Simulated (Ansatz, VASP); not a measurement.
# One calculation of K2ZnCdC6N6, two programs

```xyz
16
Lattice="0.0000 5.1785 5.1785 5.1785 0.0000 5.1785 5.1785 5.1785 0.0000" Properties=species:S:1:pos:R:3 pbc="T T T"
K     2.5892    2.5892    2.5892
K     7.7677    7.7677    7.7677
Zn    5.1785    5.1785    5.1785
Cd    0.0000    0.0000    0.0000
C     2.0010    5.1785    5.1785
C     5.1785    2.0010    5.1785
C     5.1785    5.1785    2.0010
C     8.3560    5.1785    5.1785
C     5.1785    8.3560    5.1785
C     5.1785    5.1785    8.3560
N     3.1710    5.1785    5.1785
N     5.1785    3.1710    5.1785
N     5.1785    5.1785    3.1710
N     7.1860    5.1785    5.1785
N     5.1785    7.1860    5.1785
N     5.1785    5.1785    7.1860
```

Alike in both runs: task relaxation of cell and atoms; functional PBE; k mesh 4 × 4 × 4; occupations gaussian, width 0.1 eV; no spin polarisation.

|  | VASP | Ansatz |
| --- | --- | --- |
| version | VASP 6.6.1 | Ansatz 0.2.0 |
| potentials or method | VASP PAW PBE potentials, release 64 (K_sv, Zn, Cd, C, N), cutoff 600 eV | scalar-relativistic, plane waves, PAW |
| valence electrons in the cell | 96 | 104 |

|  | VASP | Ansatz | Ansatz less VASP |
| --- | --- | --- | --- |
| gap on the k mesh at the Fermi level, each at its own relaxed structure (eV) | 3.53 | 3.55 | +0.015 |
| relaxed volume (Å³/atom) | 23.27 | 23.26 | -0.008 |
| relaxed length of the cell vector where the two differ most in proportion (Å) | 8.075 | 8.074 | -0.0010 |

VASP's potentials hold 96 valence electrons a cell and Ansatz's 104, so a difference there can come from the potentials and not from the codes.

Noted on VASP's run: the standard files for N, O and F lose accuracy on very short bonds; the volume moved by over 15 % at a fixed basis, so the end points are rough.
